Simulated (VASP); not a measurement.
A run of VASP 6.6.1 is set up as follows.

File INCAR:

```
PREC = Accurate
ENCUT = 520
EDIFF = 1E-6
ISMEAR = -1
SIGMA = 0.15
LREAL = False
LASPH = True
NELM = 100
ALGO = Normal
ISIF = 2
LWAVE = False
LCHARG = True
GGA = PS
LELF = True
LVHAR = True
NBANDS = 16
```

File KPOINTS:

```
Automatic mesh
0
Gamma
  12 12 12
```

The input POSCAR:

```
GaSb
1.0
    0.0000000000      3.0374528327      3.0374528327
    3.0374528327      0.0000000000      3.0374528327
    3.0374528327      3.0374528327      0.0000000000
Ga Sb
1 1
Direct
    0.0000000000      0.0000000000      0.0000000000
    0.7500000000      0.7500000000      0.7500000000
```

Potentials or basis: VASP PAW PBE potentials, release 64 (Ga_d, Sb).

The run is started by

```sh
$ cat potpaw_PBE.64/Ga_d/POTCAR potpaw_PBE.64/Sb/POTCAR > POTCAR
$ mpirun -np 1 vasp_std > vasp.out
```

Problem. What does it give for the pressure?

Solution. 1.1 GPa.

Caveat: the PAW data sets were made with another functional, which shifts forces and pressure a little.
